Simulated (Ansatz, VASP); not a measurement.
## Two plane-wave programs on PtS2

Contents of INCAR:

```
SYSTEM = PtS2
ALGO = Normal
DIPOL = 0.5 0.5 0.500
EDIFF = 1E-6
ENCUT = 520
GGA = PE
IDIPOL = 3
ISIF = 2
ISMEAR = 0
IVDW = 12
LASPH = .True.
LCHARG = .True.
LDIPOL = .True.
LELF = .True.
LREAL = .False.
LVACPOTAV = .True.
LVHAR = .True.
LWAVE = .False.
NBANDS = 18
NELM = 80
PREC = Accurate
SIGMA = 0.02
```

The input KPOINTS:

```
k-points
0
Gamma
  9 9 1
  0 0 0
```

The input POSCAR:

```
PtS2
1.0
    3.6360000000      0.0000000000      0.0000000000
   -1.8180000000      3.1488683682      0.0000000000
    0.0000000000      0.0000000000     30.8254864268
S Pt
2 1
Direct
    0.6666666667      0.3333333333      0.4618173098
    0.3333333333      0.6666666667      0.5381826902
    0.0000000000      0.0000000000      0.5000000000
```

Input for Ansatz:

```yaml
crystal:
  lattice:
    - [3.636, 0.0, 0.0]
    - [-1.818, 3.1488683682, 0.0]
    - [0.0, 0.0, 30.8254864268]
  atoms:
    - { symbol: S, position: [0.6666666667, 0.3333333333, 0.4618173098] }
    - { symbol: Pt, position: [0.0, 0.0, 0.5] }
    - { symbol: S, position: [0.3333333333, 0.6666666667, 0.5381826902] }
  periodic: [true, true, false]
basis:
  ecutwfc: 420
kpoints:
  mp_grid: { grid: [9, 9, 1] }
hamiltonian:
  xc: pbe
  dispersion: d3bj
scf:
  occupations: { method: gaussian, width: 0.02 }
output:
  forces: true
  stress: true
  eigenvalues: true
  write_density: true
  write_potential: true
  elf: true
  volumetric_format: npy
```

Alike in both runs: task single point; functional PBE; dispersion D3(BJ); k mesh 9 × 9 × 1; occupations gaussian, width 0.02 eV; no spin polarisation.

|  | VASP | Ansatz |
| --- | --- | --- |
| version | VASP 6.6.1 | Ansatz 0.2.0 |
| potentials or method | VASP PAW PBE potentials, release 64 (S, Pt), cutoff 520 eV | scalar-relativistic, plane waves, PAW |
| valence electrons in the cell | 22 | 30 |

|  | VASP | Ansatz | Ansatz less VASP |
| --- | --- | --- | --- |
| gap on the k mesh at the Fermi level (eV) | 1.73 | 1.73 | -0.004 |
| least direct gap on the mesh (eV) | 1.75 | 1.75 | -0.002 |
| rms of the force components (eV/Å) | 0.055 | 0.071 | +0.0162 |

VASP's potentials hold 22 valence electrons a cell and Ansatz's 30, so a difference there can come from the potentials and not from the codes.

Spin-orbit coupling is off throughout.
